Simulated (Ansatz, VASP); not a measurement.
**PC2 in VASP and in Ansatz**

```
P C
1.0
     2.84653    0.00000    0.00000
    -1.42327    2.46517    0.00000
     0.00000    0.00000    7.04110
P C
2 4
Direct
  0.00000 0.00000 0.00000
  0.00000 0.00000 0.50000
  0.33333 0.66667 0.85049
  0.33333 0.66667 0.64951
  0.66667 0.33333 0.14951
  0.66667 0.33333 0.35049
```

Change from the starting cell: species swapped into the MnO2 type (P6_3/mmc, No. 194).

Alike in both runs: functional PBE; k mesh 6 × 6 × 2; occupations gaussian, width 0.1 eV; no spin polarisation.

Ansatz relaxed the structure, and its values are those at the end. VASP's run is a single point on that final structure, the one shown.

|  | VASP | Ansatz |
| --- | --- | --- |
| version | VASP 6.6.1 | Ansatz 0.2.0 |
| potentials or method | VASP PAW PBE potentials, release 64 (P, C), cutoff 520 eV | scalar-relativistic, plane waves, PAW |
| valence electrons in the cell | 26 | 26 |

```tsv
	VASP	Ansatz	Ansatz less VASP
gap on the k mesh at the Fermi level (eV)	none	none	-
pressure (GPa)	-0.5	-0.3	+0.28
rms of the force components (eV/Å)	0.031	0.000	-0.0308
```

A gap of «none» marks a metal or a gap that the smearing closes.

The k mesh is coarse, so the values compare programs but aren't converged.
